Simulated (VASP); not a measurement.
# SnO (Romarchite) (P4/nmm) in VASP: further runs, part 3 of 3

VASP 6.6.1. Earlier steps stand in the parts before.

### 6 Relaxation of cell and atoms, PBE, target pressure 4 GPa, at which the enthalpy is minimised

This run uses another cell than the first one, of 17.46 Å³/atom, 0.995 times its volume.

File INCAR:

```
SYSTEM = SnO
ALGO     = Normal         ! electronic algorithm
EDIFF    = 1E-6           ! SCF threshold, eV
EDIFFG   = -0.01          ! ionic threshold
ENCUT    = 600            ! plane-wave cutoff, eV
GGA      = PE             ! functional
IBRION   = 2              ! ionic algorithm
ISIF     = 3              ! what is computed and relaxed
ISMEAR   = -1             ! smearing method
LASPH    = .TRUE.         ! aspherical terms in the spheres
LCHARG   = .FALSE.        ! write CHGCAR
LREAL    = .FALSE.        ! projectors in reciprocal space
LWAVE    = .FALSE.        ! write WAVECAR
NELM     = 100            ! most SCF steps
NSW      = 80             ! ionic steps
PREC     = Accurate       ! precision mode
PSTRESS  = 40.0         
SIGMA    = 0.1            ! smearing width, eV
```

File KPOINTS:

```
k-points
0
G
  6 6 6
  0 0 0
```

File POSCAR:

```
SnO
1.0
    3.7986000000      0.0000000000      0.0000000000
    0.0000000000      3.7986000000      0.0000000000
    0.0000000000      0.0000000000      4.8408000000
Sn O
2 2
Direct
    0.5000000000      0.0000000000      0.2369000000
    0.0000000000      0.5000000000      0.7631000000
    0.0000000000      0.0000000000      0.0000000000
    0.5000000000      0.5000000000      0.0000000000
```

Potentials or basis: VASP PAW PBE potentials, release 64 (Sn_d, O).

The run is started by

```bash
$ cat potpaw_PBE.64/Sn_d/POTCAR potpaw_PBE.64/O/POTCAR > POTCAR
$ mpirun -np 1 vasp_std > vasp.out
```

OUTCAR:

```text
SYSTEM = SnO
   EDIFF = 1E-6
   EDIFFG = -0.01
   ENCUT = 600
   GGA = PE
   IBRION = 2
   ISIF = 3
   ISMEAR = -1
   LASPH = .TRUE.
   LREAL = .FALSE.
   NELM = 100
   NSW = 80
   PREC = Accurate
   PSTRESS = 40.0

 ion  position               nearest neighbor table
   1  0.500  0.000  0.237-   3 2.22   4 2.22   4 2.22   3 2.22   2 3.53   2 3.53   2 3.53   2 3.53
                             2 3.70   2 3.70   2 3.70   2 3.70
   2  0.000  0.500  0.763-   3 2.22   4 2.22   3 2.22   4 2.22   1 3.53   1 3.53   1 3.53   1 3.53
                             1 3.70   1 3.70   1 3.70   1 3.70
   3  0.000  0.000  0.000-   1 2.22   2 2.22   2 2.22   1 2.22
   4  0.500  0.500  0.000-   1 2.22   2 2.22   1 2.22   2 2.22

  LATTYP: Found a simple tetragonal cell.
 ALAT       =     3.7986000000
 C/A-ratio  =     1.2743642395

[... 392 lines left out ...]
  ext. energy  EPLUGINS =         0.00000000
  ---------------------------------------------------
  free energy    TOTEN  =       -22.63697896 eV

  energy without entropy =      -22.62824175  energy(sigma->0) =      -22.63261035

 E-fermi :   7.7241     XC(G=0): -10.5563

 val. band max:        7.7083218055   @ k =   0.0000   0.0000   0.0000
 cond. band min:       7.8831466744   @ k =   0.5000   0.5000   0.1667
 fundamental gap:      0.1748248688
 Fermi energy:         7.7240566327

 k-point     1 :       0.0000    0.0000    0.0000
  band No.  band energies     occupation
      1     -14.3383      2.00000
      2     -13.9329      2.00000
      3     -13.9329      2.00000
      4     -13.9113      2.00000
      5     -13.8865      2.00000
      6     -13.8832      2.00000
[... 637 lines left out ...]
     23      12.9522      0.00000
     24      12.9522      0.00000

 [... further k-points ...]

------------------------ aborting loop because EDIFF is reached ----------------------------------------

  FORCE on cell =-STRESS in cart. coord.  units (eV):
  Direction    XX          YY          ZZ          XY          YZ          ZX
  --------------------------------------------------------------------------------------
  -------------------------------------------------------------------------------------
  Total        1.6887205      1.6887205      1.6894273      0.0000000     -0.0000000      0.0000000
  in kB       40.5144764     40.5144764     40.5314342      0.0000000     -0.0000000      0.0000000
  external PRESSURE =       0.5201290 kB  Pullay stress =      40.0000000 kB
[... 23 lines left out ...]
  energy  without entropy=      -22.6282417502  energy(sigma->0) =      -22.63261035

  enthalpy is  TOTEN    =       -20.9697028527 eV   P V=        1.6672761064

 reached required accuracy - stopping structural energy minimisation
```

CONTCAR:

```text
SnO
   1.00000000000000
     3.8089863151996397    0.0000000000000000    0.0000000000000000
     0.0000000000000000    3.8089863151996397    0.0000000000000000
     0.0000000000000000   -0.0000000000000000    4.6029821714821537
  Sn              O
     2     2
Direct
     0.5000000000000000    0.0000000000000000    0.2528921065131619
     0.0000000000000000    0.5000000000000000    0.7471078934868383
     0.0000000000000000    0.0000000000000000    0.0000000000000000
     0.5000000000000000    0.5000000000000000    0.0000000000000000

  0.00000000E+00  0.00000000E+00  0.00000000E+00
  0.00000000E+00  0.00000000E+00  0.00000000E+00
  0.00000000E+00  0.00000000E+00  0.00000000E+00
  0.00000000E+00  0.00000000E+00  0.00000000E+00
```

It took 3.3 min on 1 thread of Intel Xeon 6975P-C (Granite Rapids), shared host; peak memory 0.23 GiB.

Results:

```yaml
Free_energy: -22.6370 eV
Relaxed_volume: 16.70 Å³/atom
Relaxed_cell: a = 3.809 Å, b = 3.809 Å, c = 4.603 Å, α = 90.00°, β = 90.00°, γ = 90.00°
Space_group_after_relaxing_to_0.05_Å: P4/nmm (No. 129)
Energy_change_on_relaxing_the_enthalpy_is_what_falls: +7.5 meV/atom
Ionic_steps: 12
Pressure_after_relaxing: 4.1 GPa
Largest_force_after_relaxing: 0.003 eV/Å
Band_gap_on_the_k_mesh: zero (band 20 reaches 7.71 eV, above the bottom of band 21 at 7.39 eV)
```

Forces in eV/Å, atoms in the order of the input:
```
Sn   0.000  0.000 -0.003
Sn   0.000  0.000  0.003
O    0.000  0.000  0.000
O    0.000  0.000  0.000
```

The path:
| step | energy change (eV) | largest force (eV/Å) | pressure (GPa) | volume (Å³) |
| --- | --- | --- | --- | --- |
| 1 | 0.0000 | 0.6098 | 4.93 | 69.85 |
| 2 | -0.0361 | 0.1252 | 1.53 | 70.87 |
| 3 | -0.0310 | 0.1196 | 2.62 | 70.52 |
| 4 | -0.0176 | 0.0669 | 3.06 | 69.45 |
| 5 | 0.0382 | 0.0750 | 4.46 | 66.67 |
| 6 | 0.0299 | 0.0564 | 4.28 | 66.99 |
| 7 | 0.0281 | 0.0391 | 4.06 | 66.87 |
| 8 | 0.0289 | 0.0322 | 3.97 | 66.82 |
| 9 | 0.0290 | 0.0321 | 3.96 | 66.82 |
| 10 | 0.0291 | 0.0317 | 3.96 | 66.81 |
| 11 | 0.0307 | 0.0262 | 4.18 | 66.75 |
| 12 | 0.0298 | 0.0033 | 4.05 | 66.78 |

Final structure:
```
Sn O
1.0
     3.80899    0.00000    0.00000
     0.00000    3.80899    0.00000
     0.00000    0.00000    4.60298
Sn O
2 2
Direct
  0.50000 0.00000 0.25289
  0.00000 0.50000 0.74711
  0.00000 0.00000 0.00000
  0.50000 0.50000 0.00000
```

Levels at points of the mesh, in eV from the Fermi level:
| k point | band 17 | band 18 | band 19 | band 20 | band 21 | band 22 | band 23 | band 24 |
| --- | --- | --- | --- | --- | --- | --- | --- | --- |
| (0.00, 0.00, 0.00) | -3.48 | -3.15 | -3.15 | -0.02 | 2.35 | 4.29 | 4.29 | 5.10 |
| (0.50, 0.00, 0.00) | -4.83 | -4.83 | -2.89 | -2.89 | 3.45 | 3.45 | 5.71 | 5.71 |
| (0.50, 0.50, 0.00) | -2.49 | -2.49 | -1.95 | -1.95 | -0.33 | -0.33 | 4.55 | 4.55 |
| (0.00, 0.00, 0.50) | -3.17 | -3.17 | -2.74 | -2.19 | 1.75 | 2.51 | 2.51 | 3.41 |
| (0.50, 0.00, 0.50) | -4.77 | -4.77 | -1.77 | -1.77 | 2.85 | 2.85 | 5.09 | 5.09 |
| (0.50, 0.50, 0.50) | -3.01 | -3.01 | -2.50 | -2.50 | 2.18 | 2.18 | 4.53 | 4.53 |

Caveat: the cell is relaxed towards a set pressure, so the enthalpy falls and the energy may rise; spin-orbit coupling is left out, which moves the levels of the heavy elements.

### 7 Summary

| task | cell | cutoff (eV) | gap on the mesh (eV) | pressure (GPa) | largest force (eV/Å) |
| --- | --- | --- | --- | --- | --- |
| single point | a = 3.836, b = 3.836, c = 4.772 Å, 4 atoms | 520 | - | 2.3 | 0.09 |
| single point | a = 3.867, b = 3.867, c = 5.061 Å, 4 atoms | 520 | 0.50 | 0.2 | 0.08 |
| relaxation of cell and atoms | relaxed from a = 3.799, b = 3.799, c = 4.841 Å, 4 atoms | 600 | 0.42 | 0.0 | - |
| relaxation of cell and atoms | relaxed to 2 GPa from a = 3.799, b = 3.799, c = 4.841 Å, 4 atoms | 600 | none | 2.0 | 0.01 |
| relaxation of cell and atoms | relaxed to 4 GPa from a = 3.799, b = 3.799, c = 4.841 Å, 4 atoms | 600 | none | 4.1 | - |

Alike in all rows: level PBE; potentials or basis VASP PAW PBE potentials, release 64 (Sn_d, O); no spin polarisation; k mesh 6 × 6 × 6; smearing fermi-dirac 0.1 eV.

Caveats: spin-orbit coupling is left out, which moves the levels of the heavy elements; the cell is relaxed towards a set pressure, so the enthalpy falls and the energy may rise (some runs).

Total energies depend on the potentials used, so only differences within one code and one set of settings carry meaning.
